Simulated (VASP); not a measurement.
# LiIn3 (Pm-3m) in VASP: a series of runs

Runs on LiIn3. Level: LDA. Tasks: single point.

All numbers are computed with VASP 6.6.1; they aren't measurements. Logs are shortened: lines on timing, memory, paths and dates and some standing lists are left out, and cuts for length are marked.

### Step 1. The cell of the first run

The structure is cubic, space group Pm-3m (No. 221). Conventional cell: a = 4.493 Å, b = 4.493 Å, c = 4.493 Å, α = 90.00°, β = 90.00°, γ = 90.00°. Li (site symmetry m-3m) has 12 In at 3.18 Å within 4.2 Å. Within 4.2 Å of In (site symmetry 4/mmm) lie 4 Li at 3.18 Å and 8 In at 3.18 Å.

### Step 2. Single point, LDA

The input, INCAR:

```
SYSTEM = LiIn3
PREC = Accurate
ENCUT = 520
EDIFF = 1E-6
ISMEAR = 1
SIGMA = 0.15
LREAL = .FALSE.
LASPH = .TRUE.
NELM = 60
ALGO = Normal
ISIF = 2
LWAVE = .FALSE.
LCHARG = .TRUE.
GGA = CA
LELF = .TRUE.
LVHAR = .TRUE.
NBANDS = 29
```

The input, KPOINTS:

```
Automatic mesh
0
G
  5 5 5
  0 0 0
```

The input, POSCAR:

```
LiIn3
1.0
    4.4928499200      0.0000000000      0.0000000000
    0.0000000000      4.4928499200      0.0000000000
    0.0000000000      0.0000000000      4.4928499200
Li In
1 3
Direct
    0.5000000000      0.5000000000      0.5000000000
    0.5000000000      0.0000000000      0.0000000000
    0.0000000000      0.5000000000      0.0000000000
    0.0000000000      0.0000000000      0.5000000000
```

Potentials or basis: VASP PAW LDA potentials, release 64 (Li_sv, In_d).

Started as:

```console
$ cat potpaw_LDA.64/Li_sv/POTCAR potpaw_LDA.64/In_d/POTCAR > POTCAR
$ mpirun -np 1 vasp_std > vasp.out
```

OUTCAR:

```text
SYSTEM = LiIn3
   PREC = Accurate
   ENCUT = 520
   EDIFF = 1E-6
   ISMEAR = 1
   LREAL = .FALSE.
   LASPH = .TRUE.
   NELM = 60
   ISIF = 2
   GGA = CA

 ion  position               nearest neighbor table
   1  0.500  0.500  0.500-   2 3.18   3 3.18   4 3.18   2 3.18   3 3.18   2 3.18   4 3.18   2 3.18
                             3 3.18   4 3.18   3 3.18   4 3.18
   2  0.500  0.000  0.000-   1 3.18   3 3.18   4 3.18   1 3.18   4 3.18   1 3.18   3 3.18   1 3.18
                             3 3.18   4 3.18   4 3.18   3 3.18
   3  0.000  0.500  0.000-   1 3.18   2 3.18   4 3.18   1 3.18   4 3.18   2 3.18   4 3.18   4 3.18
                             1 3.18   2 3.18   1 3.18   2 3.18
   4  0.000  0.000  0.500-   1 3.18   2 3.18   3 3.18   2 3.18   3 3.18   1 3.18   3 3.18   3 3.18
                             1 3.18   2 3.18   2 3.18   1 3.18

  LATTYP: Found a simple cubic cell.
 ALAT       =     4.4928499200

  Lattice vectors:

 A1 = (   4.4928499200,   0.0000000000,   0.0000000000)
 A2 = (   0.0000000000,   4.4928499200,   0.0000000000)
 A3 = (   0.0000000000,   0.0000000000,   4.4928499200)

Analysis of symmetry for initial positions (statically):
=====================================================================
 Subroutine PRICEL returns:
 Original cell was already a primitive cell.

 Routine SETGRP: Setting up the symmetry group for a
 simple cubic supercell.

 Subroutine GETGRP returns: Found 48 space group operations
 (whereof 48 operations were pure point group operations)
 out of a pool of 48 trial point group operations.

The static configuration has the point symmetry O_h .

Analysis of symmetry for dynamics (positions and initial velocities):
=====================================================================
 Subroutine PRICEL returns:
 Original cell was already a primitive cell.

 Routine SETGRP: Setting up the symmetry group for a
 simple cubic supercell.

 Subroutine GETGRP returns: Found 48 space group operations
 (whereof 48 operations were pure point group operations)
 out of a pool of 48 trial point group operations.

The dynamic configuration has the point symmetry O_h .

 Subroutine INISYM returns: Found 48 space group operations
 (whereof 48 operations are pure point group operations),
 and found     1 'primitive' translations

----------------------------------------------------------------------------------------

                                     Primitive cell

  volume of cell :      90.6913

  direct lattice vectors                    reciprocal lattice vectors
     4.492849920  0.000000000  0.000000000     0.222575875  0.000000000  0.000000000
     0.000000000  4.492849920  0.000000000     0.000000000  0.222575875  0.000000000
     0.000000000  0.000000000  4.492849920     0.000000000  0.000000000  0.222575875

  length of vectors
     4.492849920  4.492849920  4.492849920     0.222575875  0.222575875  0.222575875

  position of ions in fractional coordinates (direct lattice)
     0.500000000  0.500000000  0.500000000
     0.500000000  0.000000000  0.000000000
     0.000000000  0.500000000  0.000000000
     0.000000000  0.000000000  0.500000000

  ion indices of the primitive-cell ions
   primitive index   ion index
                 1           1
                 2           2
                 3           3
                 4           4

----------------------------------------------------------------------------------------

 KPOINTS: Automatic mesh

Automatic generation of k-mesh.
 Grid dimensions read from file:
 generate k-points for:    5    5    5

 Generating k-lattice:

  Cartesian coordinates                     Fractional coordinates (reciprocal lattice)
     0.044515175  0.000000000  0.000000000     0.200000000  0.000000000  0.000000000
     0.000000000  0.044515175  0.000000000     0.000000000  0.200000000  0.000000000
     0.000000000  0.000000000  0.044515175     0.000000000  0.000000000  0.200000000

  Length of vectors
     0.044515175  0.044515175  0.044515175

  Shift w.r.t. Gamma in fractional coordinates (k-lattice)
     0.000000000  0.000000000  0.000000000

 Subroutine IBZKPT returns following result:
 ===========================================

 Found     10 irreducible k-points:

 Following reciprocal coordinates:
            Coordinates               Weight
  0.000000  0.000000  0.000000      1.000000
  0.200000  0.000000  0.000000      6.000000
  0.400000  0.000000  0.000000      6.000000
  0.200000  0.200000  0.000000     12.000000
  0.400000  0.200000  0.000000     24.000000
  0.400000  0.400000  0.000000     12.000000
  0.200000  0.200000  0.200000      8.000000
  0.400000  0.200000  0.200000     24.000000
  0.400000  0.400000  0.200000     24.000000
  0.400000  0.400000  0.400000      8.000000
   k-points           NKPTS =     10   k-points in BZ     NKDIM =     10   number of bands    NBANDS=     29
   number of dos      NEDOS =    301   number of ions     NIONS =      4
   total plane-waves  NPLWV =  46656
   dimension x,y,z NGX =    36 NGY =   36 NGZ =   36
   dimension x,y,z NGXF=    72 NGYF=   72 NGZF=   72
   ions per type =               1   3
   NGX,Y,Z   is equivalent  to a cutoff of  13.32, 13.32, 13.32 a.u.
   NGXF,Y,Z  is equivalent  to a cutoff of  26.64, 26.64, 26.64 a.u.
 SYSTEM =  LiIn3
   PREC   = accura    normal or accurate (medium, high low for compatibility)
   ISTART =      0    job   : 0-new  1-cont  2-samecut
   ICHARG =      2    charge: 1-file 2-atom 10-const
   ISPIN  =      1    spin polarized calculation?
   LNONCOLLINEAR =      F non collinear calculations
   LSORBIT =      F    spin-orbit coupling
   LASPH  =      T    aspherical Exc in radial PAW
   ENCUT  =  520.0 eV  38.22 Ry    6.18 a.u.   8.35  8.35  8.35*2*pi/ulx,y,z
   NELM   =     60;   NELMIN=  2; NELMDL= -5     # of ELM steps
   EDIFF  = 0.1E-05   stopping-criterion for ELM
   LREAL  =      F    real-space projection
   EDIFFG = 0.1E-04   stopping-criterion for IOM
   NSW    =      0    number of steps for IOM
   IBRION =     -1    ionic relax: 0-MD 1-quasi-New 2-CG
   NFREE  =      0    steps in history (QN), initial steepest desc. (CG)
   ISIF   =      2    stress and relaxation
   ISYM   =      2    0-nonsym 1-usesym 2-fastsym
   POTIM  = 0.5000    time-step for ionic-motion
   TEBEG  =    0.0;   TEEND  =   0.0 temperature during run
   PSTRESS=    0.0 pullay stress
   NELECT =      42.0000    total number of electrons
   NUPDOWN=      -1.0000    fix difference up-down
   EMIN   =  10.00;   EMAX   =-10.00  energy-range for DOS
   EFERMI =   0.00;   METHOD = LEGACY
   ISMEAR =     1;   SIGMA  =   0.15  broadening in eV -4-tet -1-fermi 0-gaus
   EFERMI_NEDOS =   21; number of points for ismear=-14 and -15
   IALGO  =     38    algorithm
   IMIX   =      4    mixing-type and parameters
     AMIX     =   0.40;   BMIX     =  1.00
     AMIX_MAG =   1.60;   BMIX_MAG =  1.00
  volume/ion in A,a.u.               =      22.67       153.00
  Fermi-wavevector in a.u.,A,eV,Ry     =   1.266590  2.393508 21.827146  1.604250
  Thomas-Fermi vector in A             =   2.399783
   LORBIT       =      0    0 simple, 1 ext, 2 COOP (PROOUT), +10 PAW based schemes
   GGA     = CA    functional components
   LHFCALC =     F    Hartree Fock is set to
   AEXX    =    0.0000 exact exchange contribution
   IVDW    =     0    specifies the selected vdW correction
   LEPSILON=     F    determine dielectric tensor
   LRPA    =     F    only Hartree local field effects (RPA)
 non-spin polarized calculation
 Methfessel and Paxton  Order N= 1 SIGMA  =   0.15
  energy-cutoff  :      520.00
  volume of cell :       90.69
 maximum number of plane-waves:      2469
 NGX is ok and might be reduce to    36
   NGX = 17   NGY = 17   NGZ = 17

 number of electron      42.0000047 magnetization

 Free energy of the ion-electron system (eV)
  ---------------------------------------------------
  ext. energy  EPLUGINS =         0.00000000
  ---------------------------------------------------
  free energy    TOTEN  =       -12.30599574 eV

  energy without entropy =      -12.28429311  energy(sigma->0) =      -12.29876153

 E-fermi :   6.6776     XC(G=0): -10.2138

 val. band max:        6.6477985125   @ k =   0.4000   0.4000   0.2000
 cond. band min:       6.6808521787   @ k =   0.4000   0.2000   0.0000
 fundamental gap:      0.0330536662
 Fermi energy:         6.6776359018

 k-point     1 :       0.0000    0.0000    0.0000
  band No.  band energies     occupation
      1     -39.3002      2.00000
      2      -8.1672      2.00000
      3      -8.1596      2.00000
      4      -8.1596      2.00000
      5      -8.1596      2.00000
      6      -7.9406      2.00000
[... 21 lines left out ...]
     28      12.2250      0.00000
     29      12.2250      0.00000

 k-point     2 :       0.2000    0.0000    0.0000
  band No.  band energies     occupation
      1     -39.3002      2.00000
      2      -8.1490      2.00000
      3      -8.1197      2.00000
      4      -8.1011      2.00000
      5      -8.1011      2.00000
      6      -7.9314      2.00000
[... 21 lines left out ...]
     28      12.3640      0.00000
     29      12.3640      0.00000

 k-point     3 :       0.4000    0.0000    0.0000
  band No.  band energies     occupation
      1     -39.3001      2.00000
      2      -8.1305      2.00000
      3      -8.0201      2.00000
      4      -7.9451      2.00000
      5      -7.9451      2.00000
      6      -7.9091      2.00000
[... 21 lines left out ...]
     28      13.3606      0.00000
     29      13.4872      0.00000

 k-point     4 :       0.2000    0.2000    0.0000
  band No.  band energies     occupation
      1     -39.3002      2.00000
      2      -8.1103      2.00000
      3      -8.0971      2.00000
      4      -8.0718      2.00000
      5      -8.0445      2.00000
      6      -7.9084      2.00000
[... 149 lines left out ...]
     28      12.5372      0.00000
     29      14.0397      0.00000

 k-point     9 :       0.4000    0.4000    0.2000
  band No.  band energies     occupation
      1     -39.3001      2.00000
      2      -8.0270      2.00000
      3      -7.9754      2.00000
      4      -7.9523      2.00000
      5      -7.9321      2.00000
      6      -7.9108      2.00000
[... 21 lines left out ...]
     28      14.3585      0.00000
     29      14.7526      0.00000

 k-point    10 :       0.4000    0.4000    0.4000
  band No.  band energies     occupation
      1     -39.3000      2.00000
      2      -8.0406      2.00000
      3      -7.9962      2.00000
      4      -7.9962      2.00000
      5      -7.9618      2.00000
      6      -7.9340      2.00000
[... 21 lines left out ...]
     28      15.7780      0.00000
     29      15.8032      0.00000

------------------------ aborting loop because EDIFF is reached ----------------------------------------

  FORCE on cell =-STRESS in cart. coord.  units (eV):
  Direction    XX          YY          ZZ          XY          YZ          ZX
  --------------------------------------------------------------------------------------
  -------------------------------------------------------------------------------------
  Total       -1.1552262     -1.1552262     -1.1552262      0.0000000      0.0000000     -0.0000000
  in kB      -20.4085368    -20.4085368    -20.4085368      0.0000000      0.0000000     -0.0000000
  external PRESSURE =     -20.4085368 kB  Pullay stress =       0.0000000 kB

 VOLUME and BASIS-vectors are now :
 -----------------------------------------------------------------------------
  energy-cutoff  :      520.00
  volume of cell :       90.69
      direct lattice vectors                 reciprocal lattice vectors
     4.492849920  0.000000000  0.000000000     0.222575875  0.000000000  0.000000000
     0.000000000  4.492849920  0.000000000     0.000000000  0.222575875  0.000000000
     0.000000000  0.000000000  4.492849920     0.000000000  0.000000000  0.222575875

 POSITION                                       TOTAL-FORCE (eV/Angst)
 -----------------------------------------------------------------------------------
      2.24642      2.24642      2.24642         0.000000      0.000000      0.000000
      2.24642      0.00000      0.00000         0.000000      0.000000      0.000000
      0.00000      2.24642      0.00000         0.000000      0.000000      0.000000
      0.00000      0.00000      2.24642         0.000000      0.000000      0.000000
 -----------------------------------------------------------------------------------
    total drift:                                0.000000      0.000000     -0.000000

  FREE ENERGIE OF THE ION-ELECTRON SYSTEM (eV)
  ---------------------------------------------------
  free  energy   TOTEN  =       -12.3059957400 eV

  energy  without entropy=      -12.2842931081  energy(sigma->0) =      -12.29876153
```

Run time: 46 s. Hardware: 1 thread of AMD EPYC 7R13, shared host; peak memory 0.15 GiB.

Results:

* Free energy: -12.3060 eV
* Band gap on the k mesh: zero (bands 21 and 22 overlap by 3.24 eV)

Caveat: the cutoff is under 1.25 times the usual one of these potentials, so pressure, stress and relaxed cells hold a basis-set (Pulay) error; spin-orbit coupling is left out, which moves the levels of the heavy elements.

### Step 3. Single point, LDA

The input, INCAR:

```
PREC = Accurate
ENCUT = 520
EDIFF = 1E-6
ISMEAR = 1
SIGMA = 0.15
LREAL = F
LASPH = T
NELM = 100
ALGO = Normal
ISIF = 2
LWAVE = F
LCHARG = F
NBANDS = 29
```

The input, KPOINTS:

```
Automatic mesh
0
Gamma
  5 5 5
```

POSCAR is that of step 2.

Potentials or basis: VASP PAW LDA potentials, release 64 (Li_sv, In_d).

Started as:

```console
$ cat potpaw_LDA.64/Li_sv/POTCAR potpaw_LDA.64/In_d/POTCAR > POTCAR
$ mpirun -np 1 vasp_std > vasp.out
```

It took 42 s on 1 thread of AMD EPYC 7R13, shared host; peak memory 0.15 GiB.

The run converged. Its results:

```yaml
Free_energy: -12.3060 eV
Band_gap_on_the_k_mesh: zero (bands 21 and 22 overlap by 3.24 eV)
```

Levels at points of the mesh, in eV from the Fermi level:
```tsv
k point	band 19	band 20	band 21	band 22	band 23	band 24
(0.00, 0.00, 0.00)	-1.75	-1.75	-1.57	-1.57	2.80	4.99
```

Caveat: the cutoff is under 1.25 times the usual one of these potentials, so pressure, stress and relaxed cells hold a basis-set (Pulay) error; spin-orbit coupling is left out, which moves the levels of the heavy elements.
